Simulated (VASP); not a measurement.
Crystal: InSe.

```
In Se
1.0
     4.05000    0.00000    0.00000
    -2.02500    3.50740    0.00000
     0.00000    0.00000   16.93000
In Se
4 4
Cartesian
  0.0000 2.3383 2.6580
  2.0250 1.1691 11.1230
  0.0000 2.3383 5.8070
  2.0250 1.1691 14.2720
  0.0000 2.3383 10.1919
  2.0250 1.1691 1.7269
  0.0000 2.3383 15.2031
  2.0250 1.1691 6.7381
```

```yaml
Program: VASP 6.6.1
Task: relaxation of cell and atoms
Functional: PBE
Potentials_or_basis: VASP PAW PBE potentials, release 64 (In_d, Se)
Cutoff: 600 eV
k_mesh: 6 × 6 × 2
Occupations: gaussian, width 0.01 eV
Spin: no spin polarisation
```

At the start: pressure 7.7 GPa; volume 30.06 Å³/atom.

**Question.** How do energy, volume and symmetry change on relaxing?

**Answer.** Over 12 steps the energy falls by 239.3 meV/atom and the volume is 31.65 Å³/atom (+5.3 %); space group P6_3/mmc (No. 194, to 0.1 Å) before and after.

The path:
| step | energy change (eV) | largest force (eV/Å) | pressure (GPa) | volume (Å³) |
| --- | --- | --- | --- | --- |
| 1 | 0.0000 | 2.8781 | 7.72 | 240.49 |
| 2 | -1.1720 | 0.4669 | -4.12 | 293.94 |
| 3 | -1.5732 | 0.7856 | -1.47 | 273.28 |
| 4 | -1.7541 | 0.4057 | -0.91 | 264.60 |
| 5 | -1.8181 | 0.1385 | -0.14 | 256.15 |
| 6 | -1.8816 | 0.1147 | 0.35 | 252.01 |
| 7 | -1.8960 | 0.1749 | 0.88 | 248.17 |
| 8 | -1.8986 | 0.2296 | -0.40 | 253.43 |
| 9 | -1.9090 | 0.0661 | 0.19 | 250.95 |
| 10 | -1.9119 | 0.0739 | 0.04 | 252.12 |
| 11 | -1.9122 | 0.0777 | -0.02 | 252.68 |
| 12 | -1.9142 | 0.0426 | 0.03 | 253.22 |

Final structure:
```yaml
crystal:
  lattice:
    - [4.10126, 0.00000, 0.00000]
    - [-2.05063, 3.55179, 0.00000]
    - [0.00000, 0.00000, 17.38369]
  atoms:
    - { symbol: In, position: [0.33333, 0.66667, 0.16856] }
    - { symbol: In, position: [0.66667, 0.33333, 0.66856] }
    - { symbol: In, position: [0.33333, 0.66667, 0.33144] }
    - { symbol: In, position: [0.66667, 0.33333, 0.83144] }
    - { symbol: Se, position: [0.33333, 0.66667, 0.59566] }
    - { symbol: Se, position: [0.66667, 0.33333, 0.09566] }
    - { symbol: Se, position: [0.33333, 0.66667, 0.90434] }
    - { symbol: Se, position: [0.66667, 0.33333, 0.40435] }
```

Caveat: this functional lacks dispersion, which binds layers or chains, so the pressure and a relaxed spacing across them are unreliable; the relaxation stopped at a loose force limit of 0.05 eV/Å, so its end isn't a converged minimum.
